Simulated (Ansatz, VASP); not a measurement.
# Two plane-wave programs on SnSe

```
CELL_PARAMETERS angstrom
4.18990 0.00000 0.00000
0.00000 4.18990 0.00000
0.00000 0.00000 10.97962
ATOMIC_POSITIONS crystal
Sn 0.50000 0.00000 0.36906
Sn 0.00000 0.50000 0.62184
Se 0.50000 0.00000 0.62178
Se 0.00000 0.50000 0.37822
```

Alike in both runs: task single point; functional LDA; k mesh 6 × 6 × 4; occupations gaussian, width 0.05 eV; no spin polarisation.

|  | VASP | Ansatz |
| --- | --- | --- |
| version | VASP 6.6.1 | Ansatz 0.2.0 |
| potentials or method | VASP PAW LDA potentials, release 64 (Sn_d, Se), cutoff 500 eV | scalar-relativistic, plane waves, PAW |
| valence electrons in the cell | 40 | 60 |

```csv
,VASP,Ansatz,Ansatz less VASP
gap on the k mesh at the Fermi level (eV),1.28,1.29,+0.011
least direct gap on the mesh (eV),1.38,1.38,-0.002
rms of the force components (eV/Å),0.195,0.201,+0.0061
```

LDA's correlation is that of Perdew and Zunger in VASP and of Perdew and Wang (1992) in Ansatz. Atom by atom the forces differ by 0.012 eV/Å (rms over components). VASP's potentials hold 40 valence electrons a cell and Ansatz's 60, so a difference there can come from the potentials and not from the codes.
